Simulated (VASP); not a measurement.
# Zr: single point with RPBE

The system is Zr.

```xyz
1
Lattice="-1.7979 1.7979 1.7979 1.7979 -1.7979 1.7979 1.7979 1.7979 -1.7979" Properties=species:S:1:pos:R:3 pbc="T T T"
Zr    0.0000    0.0000    0.0000
```

```
Program             : VASP 6.6.1
Task                : single point
Functional          : RPBE
Potentials or basis : VASP PAW PBE potentials, release 64 (Zr_sv)
Cutoff              : 500 eV
k mesh              : 10 × 10 × 10
Occupations         : fermi-dirac, width 0.05 eV
Spin                : no spin polarisation
```

```yaml
Pressure: 0.4 GPa
Band_gap_on_the_k_mesh: zero (band 6 reaches 9.95 eV, above the bottom of band 7 at 8.16 eV)
```

Levels at points of the mesh, in eV from the Fermi level:
```
           k point  band 2  band 3  band 4  band 5  band 6  band 7  band 8  band 9  band 10  band 11
(0.00, 0.00, 0.00)  -26.07  -26.07  -26.07   -5.41    1.09    1.09    1.09    3.56     3.56    12.33
(0.50, 0.00, 0.00)  -27.04  -26.38  -26.08   -2.82   -0.70    1.53    3.55    4.22     6.26     9.95
(0.50, 0.50, 0.50)  -26.74  -26.74  -26.74   -2.58   -2.58    5.59    5.59    5.59     7.37     7.37
```

It took 14 s on 1 thread of Intel Xeon 8259CL, on a shared host, peak memory 0.14 GiB.

Caveat: the PAW data sets were made with another functional, which shifts forces and pressure a little.
